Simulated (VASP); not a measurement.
Set up this calculation in VASP 6.6.1, as the native input.

```
Task                   : single point
Functional             : PBE
Potentials or basis    : VASP PAW PBE potentials, release 64 (Si, Ti_sv)
Cutoff                 : 520 eV
k mesh                 : 2 × 2 × 2
Occupations            : fermi-dirac, width 0.05 eV
Spin                   : no spin polarisation
Dipole correction      : no
Further INCAR settings : LREAL = Auto; ALGO = Normal; EDIFF = 1e-06; NBANDS = 52
```

The structure of TiSi16 (a cell with a defect) lies in POSCAR:

```
TiSi16
1.0
    0.0000000000      5.4300000000      5.4300000000
    5.4300000000      0.0000000000      5.4300000000
    5.4300000000      5.4300000000      0.0000000000
Si Ti
16 1
Direct
    0.0000352670     -0.0000999079      0.0000196133
    0.1208458564      0.1211219153      0.1210327808
   -0.0039026703     -0.0030717311      0.5034802026
    0.1209233886      0.1210950276      0.6370121547
   -0.0038597606      0.5035890424     -0.0033949355
    0.1209860037      0.6369480663      0.1210513812
   -0.0037908840      0.5036943831      0.5037571823
    0.1290069982      0.6239467772      0.6236491713
    0.5032563536     -0.0030767956     -0.0034421731
    0.6369766114      0.1211255985      0.1210191529
    0.5034325967     -0.0030784530      0.5034244936
    0.6232056169      0.1298415285      0.6236310313
    0.5036160221      0.5035451197     -0.0034134438
    0.6232338858      0.6239559853      0.1294697974
    0.4996477901      0.5004741252      0.5001043278
    0.6232804788      0.6239456722      0.6236386740
    0.2498120626      0.2502328729      0.2500669429
```

The input as run:

INCAR

```
ALGO = Normal
EDIFF = 1E-6
ENCUT = 520
GGA = PE
ISIF = 2
ISMEAR = -1
LASPH = True
LCHARG = False
LREAL = Auto
LWAVE = False
NBANDS = 52
NELM = 80
PREC = Accurate
SIGMA = 0.05
```

KPOINTS

```
k-points
0
Gamma
  2 2 2
```

Potentials or basis: VASP PAW PBE potentials, release 64 (Si, Ti_sv).

Run with:

```sh
$ cat potpaw_PBE.64/Si/POTCAR potpaw_PBE.64/Ti_sv/POTCAR > POTCAR
$ mpirun -np 1 vasp_std > vasp.out
```

It gave:

- Pressure: 4.0 GPa
- Largest force: 0.024 eV/Å
- Band gap on the k mesh: zero (bands 38 and 39 overlap by 0.44 eV)

Caveat: the k points lie up to 0.50 Å⁻¹ apart.

Wall time 2.3 min on 1 thread of Intel(R) Xeon(R) 6975P-C (Granite Rapids), on a shared host, peak memory 0.5 GiB.
